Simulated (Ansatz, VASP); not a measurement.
**Bi: VASP beside Ansatz**

The input POSCAR:

```
Bi
1.0
    4.7497767948      0.0000000000      0.0000000000
    0.0000000000      4.6151638354      0.0000000000
   -0.3527589723      0.0000000000      6.6396657483
Bi
4
Direct
    0.2513749200      0.2500000000      0.7487333800
    0.7486250800      0.7500000000      0.2512666200
    0.2498876900      0.2500000000      0.2488803300
    0.7501123100      0.7500000000      0.7511196700
```

The input INCAR.step1:

```
PREC = Accurate
ENCUT = 520
ISMEAR = -1
SIGMA = 0.05
LREAL = False
LASPH = True
NELM = 80
NBANDS = 38
GGA = PE
ALGO = Normal
EDIFF = 1E-4
LWAVE = True
LCHARG = False
```

INCAR.step2

```
PREC = Accurate
ENCUT = 520
EDIFF = 1E-6
ISMEAR = -1
SIGMA = 0.05
LREAL = False
LASPH = True
NELM = 80
ALGO = Normal
ISIF = 2
LWAVE = False
LCHARG = False
METAGGA = R2SCAN
LMIXTAU = True
NBANDS = 38
ISTART = 1
```

Contents of KPOINTS:

```
Automatic mesh
0
Gamma
  6 6 4
```

Contents of input.yaml:

```yaml
crystal:
  lattice:
    - [4.7497767948, 0.0, 0.0]
    - [0.0, 4.6151638354, 0.0]
    - [-0.3527589723, 0.0, 6.6396657483]
  atoms:
    - { symbol: Bi, position: [0.25137492, 0.25, 0.74873338] }
    - { symbol: Bi, position: [0.74862508, 0.75, 0.25126662] }
    - { symbol: Bi, position: [0.24988769, 0.25, 0.24888033] }
    - { symbol: Bi, position: [0.75011231, 0.75, 0.75111967] }
hamiltonian:
  xc: r2scan
  pseudopotentials: { kind: paw }
kpoints:
  mp_grid: { grid: [6, 6, 4] }
scf:
  occupations: { method: fermi_dirac, width: 0.05 }
output:
  forces: true
  stress: true
  eigenvalues: true
```

Alike in both runs: task single point; functional r2SCAN; k mesh 6 × 6 × 4; occupations fermi-dirac, width 0.05 eV; no spin polarisation.

|  | VASP | Ansatz |
| --- | --- | --- |
| version | VASP 6.6.1 | Ansatz 0.2.0 |
| potentials or method | VASP PAW PBE potentials, release 64 (Bi_d) | Ansatz PAW |
| plane-wave cutoff (eV) | 520 | 500 |
| valence electrons in the cell | 60 | 60 |

|  | VASP | Ansatz | Ansatz less VASP |
| --- | --- | --- | --- |
| gap on the k mesh at the Fermi level (eV) | none | none | - |
| pressure (GPa) | -2.6 | -2.5 | +0.05 |
| traceless stress, the component that is largest in VASP (GPa) | 0.89 | 0.89 | -0.001 |
| rms of the force components (eV/Å) | 0.006 | 0.006 | -0.0001 |

VASP's potentials were made for PBE, not for r2SCAN. Atom by atom the forces differ by 0.000 eV/Å (rms over components). A gap of «none» marks a metal or a gap that the smearing closes. The functional is the same, so the differences come from potentials, cutoffs and numerics.

Spin-orbit coupling is off throughout.
